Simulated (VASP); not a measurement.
# Al (Fm-3m) in VASP: notebook

Al is run at these levels: PBEsol; tasks: single point.

All numbers are computed with VASP 6.6.1; they aren't measurements. Logs are shortened: lines on timing, memory, paths and dates and some standing lists are left out, and cuts for length are marked.

### Step 1. The cell of the first run

The structure is cubic, space group Fm-3m (No. 225). The conventional cell has a = 3.729 Å, b = 3.729 Å, c = 3.729 Å, α = 90.00°, β = 90.00°, γ = 90.00°. Within 3.5 Å of Al (site symmetry m-3m) lie 12 Al at 2.64 Å.

### Step 2. Single point, PBEsol

Input file INCAR:

```
SYSTEM = Al
PREC = Accurate
ENCUT = 520
EDIFF = 1E-6
ISMEAR = -1
SIGMA = 0.05
LREAL = .False.
LASPH = .True.
NELM = 100
ALGO = Normal
ISIF = 2
LWAVE = .False.
LCHARG = .False.
GGA = PS
NBANDS = 8
```

Input file KPOINTS:

```
Automatic mesh
0
Gamma
  11 11 11
  0 0 0
```

Input file POSCAR:

```
Al
1.0
    0.0000000000      1.8642555865      1.8642555865
    1.8642555865      0.0000000000      1.8642555865
    1.8642555865      1.8642555865      0.0000000000
Al
1
Direct
    0.0000000000      0.0000000000      0.0000000000
```

Potentials or basis: VASP PAW PBE potentials, release 64 (Al).

Started as:

```console
$ cat potpaw_PBE.64/Al/POTCAR > POTCAR
$ mpirun -np 1 vasp_std > vasp.out
```

OUTCAR:

```text
SYSTEM = Al
   PREC = Accurate
   ENCUT = 520
   EDIFF = 1E-6
   ISMEAR = -1
   LREAL = .False.
   LASPH = .True.
   NELM = 100
   ISIF = 2
   GGA = PS

 ion  position               nearest neighbor table
   1  0.000  0.000  0.000-

  LATTYP: Found a face centered cubic cell.
 ALAT       =     3.7285111730

  Lattice vectors:

 A1 = (   0.0000000000,   1.8642555865,   1.8642555865)
 A2 = (   1.8642555865,   0.0000000000,   1.8642555865)
 A3 = (   1.8642555865,   1.8642555865,   0.0000000000)

Analysis of symmetry for initial positions (statically):
=====================================================================
 Subroutine PRICEL returns:
 Original cell was already a primitive cell.

 Routine SETGRP: Setting up the symmetry group for a
 face centered cubic supercell.

 Subroutine GETGRP returns: Found 48 space group operations
[... 9 lines left out ...]

 Routine SETGRP: Setting up the symmetry group for a
 face centered cubic supercell.

 Subroutine GETGRP returns: Found 48 space group operations
 (whereof 48 operations were pure point group operations)
 out of a pool of 48 trial point group operations.

The dynamic configuration has the point symmetry O_h .

 Subroutine INISYM returns: Found 48 space group operations
 (whereof 48 operations are pure point group operations),
 and found     1 'primitive' translations

----------------------------------------------------------------------------------------

                                     Primitive cell

  volume of cell :      12.9583

  direct lattice vectors                    reciprocal lattice vectors
     0.000000000  1.864255586  1.864255586    -0.268203568  0.268203568  0.268203568
     1.864255586  0.000000000  1.864255586     0.268203568 -0.268203568  0.268203568
     1.864255586  1.864255586  0.000000000     0.268203568  0.268203568 -0.268203568

  length of vectors
     2.636455534  2.636455534  2.636455534     0.464542207  0.464542207  0.464542207

  position of ions in fractional coordinates (direct lattice)
     0.000000000  0.000000000  0.000000000

  ion indices of the primitive-cell ions
   primitive index   ion index
                 1           1

----------------------------------------------------------------------------------------

 KPOINTS: Automatic mesh

Automatic generation of k-mesh.
 Grid dimensions read from file:
 generate k-points for:   11   11   11

 Generating k-lattice:

  Cartesian coordinates                     Fractional coordinates (reciprocal lattice)
    -0.024382143  0.024382143  0.024382143     0.090909091  0.000000000  0.000000000
     0.024382143 -0.024382143  0.024382143     0.000000000  0.090909091  0.000000000
     0.024382143  0.024382143 -0.024382143     0.000000000  0.000000000  0.090909091

  Length of vectors
     0.042231110  0.042231110  0.042231110

  Shift w.r.t. Gamma in fractional coordinates (k-lattice)
     0.000000000  0.000000000  0.000000000

 Subroutine IBZKPT returns following result:
 ===========================================

 Found     56 irreducible k-points:

 Following reciprocal coordinates:
            Coordinates               Weight
  0.000000  0.000000  0.000000      1.000000
  0.090909  0.000000  0.000000      8.000000
  0.181818  0.000000  0.000000      8.000000
  0.272727  0.000000  0.000000      8.000000
  0.363636  0.000000  0.000000      8.000000
  0.454545  0.000000  0.000000      8.000000
[... 16 lines left out ...]
 -0.272727  0.181818  0.000000     24.000000
 -0.181818  0.181818  0.000000     12.000000
 [... further k-points ...]
   k-points           NKPTS =     56   k-points in BZ     NKDIM =     56   number of bands    NBANDS=      8
   number of dos      NEDOS =    301   number of ions     NIONS =      1
   total plane-waves  NPLWV =   8000
   dimension x,y,z NGX =    20 NGY =   20 NGZ =   20
   dimension x,y,z NGXF=    40 NGYF=   40 NGZF=   40
   ions per type =               1
   NGX,Y,Z   is equivalent  to a cutoff of  12.61, 12.61, 12.61 a.u.
   NGXF,Y,Z  is equivalent  to a cutoff of  25.22, 25.22, 25.22 a.u.
 SYSTEM =  Al
   PREC   = accura    normal or accurate (medium, high low for compatibility)
   ISTART =      0    job   : 0-new  1-cont  2-samecut
   ICHARG =      2    charge: 1-file 2-atom 10-const
   ISPIN  =      1    spin polarized calculation?
   LNONCOLLINEAR =      F non collinear calculations
   LSORBIT =      F    spin-orbit coupling
   LASPH  =      T    aspherical Exc in radial PAW
   ENCUT  =  520.0 eV  38.22 Ry    6.18 a.u.   4.90  4.90  4.90*2*pi/ulx,y,z
   NELM   =    100;   NELMIN=  2; NELMDL= -5     # of ELM steps
   EDIFF  = 0.1E-05   stopping-criterion for ELM
   LREAL  =      F    real-space projection
   EDIFFG = 0.1E-04   stopping-criterion for IOM
   NSW    =      0    number of steps for IOM
   IBRION =     -1    ionic relax: 0-MD 1-quasi-New 2-CG
   NFREE  =      0    steps in history (QN), initial steepest desc. (CG)
   ISIF   =      2    stress and relaxation
   ISYM   =      2    0-nonsym 1-usesym 2-fastsym
   POTIM  = 0.5000    time-step for ionic-motion
   TEBEG  =    0.0;   TEEND  =   0.0 temperature during run
   PSTRESS=    0.0 pullay stress
   NELECT =       3.0000    total number of electrons
   NUPDOWN=      -1.0000    fix difference up-down
   EMIN   =  10.00;   EMAX   =-10.00  energy-range for DOS
   EFERMI =   0.00;   METHOD = LEGACY
   ISMEAR =    -1;   SIGMA  =   0.05  broadening in eV -4-tet -1-fermi 0-gaus
   EFERMI_NEDOS =   21; number of points for ismear=-14 and -15
   IALGO  =     38    algorithm
   IMIX   =      4    mixing-type and parameters
     AMIX     =   0.40;   BMIX     =  1.00
     AMIX_MAG =   1.60;   BMIX_MAG =  1.00
  volume/ion in A,a.u.               =      12.96        87.45
  Fermi-wavevector in a.u.,A,eV,Ry     =   1.005232  1.899614 13.748580  1.010492
  Thomas-Fermi vector in A             =   2.137899
   LORBIT       =      0    0 simple, 1 ext, 2 COOP (PROOUT), +10 PAW based schemes
   GGA     = PS    functional components
   LHFCALC =     F    Hartree Fock is set to
   AEXX    =    0.0000 exact exchange contribution
   IVDW    =     0    specifies the selected vdW correction
   LEPSILON=     F    determine dielectric tensor
   LRPA    =     F    only Hartree local field effects (RPA)
 non-spin polarized calculation
  energy-cutoff  :      520.00
  volume of cell :       12.96
 maximum number of plane-waves:       355
   NGX =  9   NGY =  9   NGZ =  9

 number of electron       3.0000000 magnetization

 Free energy of the ion-electron system (eV)
  ---------------------------------------------------
  ext. energy  EPLUGINS =         0.00000000
  ---------------------------------------------------
  free energy    TOTEN  =        -3.85029170 eV

  energy without entropy =       -3.84754952  energy(sigma->0) =       -3.84892061

 E-fermi :  10.7137     XC(G=0): -11.1729

 val. band max:       10.4350099946   @ k =  -0.4545   0.3636   0.0000
 cond. band min:      10.7344074909   @ k =   0.4545   0.1818   0.0909
 fundamental gap:      0.2993974964
 Fermi energy:        10.7137029055

 k-point     1 :       0.0000    0.0000    0.0000
  band No.  band energies     occupation
      1      -2.1940      2.00000
      2      24.7208      0.00000
      3      24.7208      0.00000
      4      24.7208      0.00000
      5      28.2430      0.00000
      6      28.2430      0.00000
      7      28.2430      0.00000
      8      29.0676      0.00000

 k-point     2 :       0.0909    0.0000    0.0000
  band No.  band energies     occupation
      1      -1.9308      2.00000
      2      21.7327      0.00000
      3      24.3277      0.00000
      4      24.3277      0.00000
      5      28.2730      0.00000
      6      29.0590      0.00000
      7      29.0590      0.00000
      8      31.5913      0.00000

 k-point     3 :       0.1818    0.0000    0.0000
  band No.  band energies     occupation
      1      -1.1452      2.00000
      2      17.6079      0.00000
      3      23.7023      0.00000
      4      23.7023      0.00000
      5      27.7508      0.00000
      6      29.4807      0.00000
      7      29.4807      0.00000
      8      30.9444      0.00000

 k-point     4 :       0.2727    0.0000    0.0000
  band No.  band energies     occupation
      1       0.1516      2.00000
      2      13.6967      0.00000
      3      23.2875      0.00000
      4      23.2875      0.00000
      5      27.3471      0.00000
      6      27.5465      0.00000
      7      27.5465      0.00000
      8      32.2828      0.00000

 k-point     5 :       0.3636    0.0000    0.0000
  band No.  band energies     occupation
      1       1.9397      2.00000
      2      10.1446      1.99998
      3      23.1734      0.00000
      4      23.1734      0.00000
      5      26.0317      0.00000
      6      26.0317      0.00000
      7      27.2678      0.00000
      8      30.6989      0.00000

 k-point     6 :       0.4545    0.0000    0.0000
  band No.  band energies     occupation
      1       4.1700      2.00000
      2       7.0292      2.00000
      3      23.2814      0.00000
      4      23.2814      0.00000
      5      25.0982      0.00000
      6      25.0982      0.00000
      7      27.4540      0.00000
      8      29.6242      0.00000

 k-point     7 :       0.0909    0.0909    0.0000
  band No.  band energies     occupation
      1      -1.8432      2.00000
      2      22.7774      0.00000
      3      23.0964      0.00000
      4      23.0964      0.00000
      5      27.2848      0.00000
      6      29.6412      0.00000
      7      30.4165      0.00000
      8      30.4165      0.00000
[... 133 lines left out ...]
 k-point    20 :       0.4545    0.1818    0.0000
  band No.  band energies     occupation
      1       3.5280      2.00000
      2       9.8732      2.00000
      3      17.8862      0.00000
      4      19.9536      0.00000
      5      22.0847      0.00000
      6      30.4780      0.00000
      7      31.2127      0.00000
      8      34.4291      0.00000

 k-point    21 :      -0.4545    0.1818    0.0000
  band No.  band energies     occupation
      1       5.7788      2.00000
      2       7.0437      2.00000
      3      16.8225      0.00000
      4      20.4580      0.00000
      5      22.6670      0.00000
      6      29.4135      0.00000
      7      32.6415      0.00000
      8      34.8691      0.00000

 k-point    22 :      -0.3636    0.1818    0.0000
  band No.  band energies     occupation
      1       4.2675      2.00000
      2       8.8262      2.00000
      3      16.2101      0.00000
      4      21.3952      0.00000
      5      23.7104      0.00000
      6      28.7001      0.00000
      7      31.9947      0.00000
      8      35.1396      0.00000

 k-point    23 :      -0.2727    0.1818    0.0000
  band No.  band energies     occupation
      1       2.1930      2.00000
      2      11.9600      0.00000
      3      16.1381      0.00000
      4      22.7721      0.00000
      5      25.1831      0.00000
      6      28.2419      0.00000
      7      31.4817      0.00000
      8      32.0947      0.00000

 k-point    24 :      -0.1818    0.1818    0.0000
  band No.  band energies     occupation
      1       0.5803      2.00000
      2      14.8928      0.00000
      3      17.1283      0.00000
      4      24.5839      0.00000
      5      27.0022      0.00000
      6      27.4573      0.00000
      7      30.1431      0.00000
      8      30.8139      0.00000

 [... further k-points ...]
[... 5 lines left out ...]
  --------------------------------------------------------------------------------------
  -------------------------------------------------------------------------------------
  Total        2.4419561      2.4419561      2.4419561     -0.0000000     -0.0000000      0.0000000
  in kB      301.9270934    301.9270934    301.9270934     -0.0000000     -0.0000000      0.0000000
  external PRESSURE =     301.9270934 kB  Pullay stress =       0.0000000 kB

 VOLUME and BASIS-vectors are now :
 -----------------------------------------------------------------------------
  energy-cutoff  :      520.00
  volume of cell :       12.96
      direct lattice vectors                 reciprocal lattice vectors
     0.000000000  1.864255586  1.864255586    -0.268203568  0.268203568  0.268203568
     1.864255586  0.000000000  1.864255586     0.268203568 -0.268203568  0.268203568
     1.864255586  1.864255586  0.000000000     0.268203568  0.268203568 -0.268203568

 POSITION                                       TOTAL-FORCE (eV/Angst)
 -----------------------------------------------------------------------------------
      0.00000      0.00000      0.00000        -0.000000     -0.000000      0.000000
 -----------------------------------------------------------------------------------
    total drift:                               -0.000000     -0.000000     -0.000000

  FREE ENERGIE OF THE ION-ELECTRON SYSTEM (eV)
  ---------------------------------------------------
  free  energy   TOTEN  =        -3.8502917039 eV

  energy  without entropy=       -3.8475495211  energy(sigma->0) =       -3.84892061
```

Wall time 9.1 s (1 thread of AMD EPYC 7R13, shared host); peak memory 0.09 GiB.

What came out:

```yaml
Free_energy: -3.8503 eV
Pressure: 30.2 GPa
```

Caveat: the PAW data sets were made with another functional, which shifts forces and pressure a little.

[end of part 1 of 2]
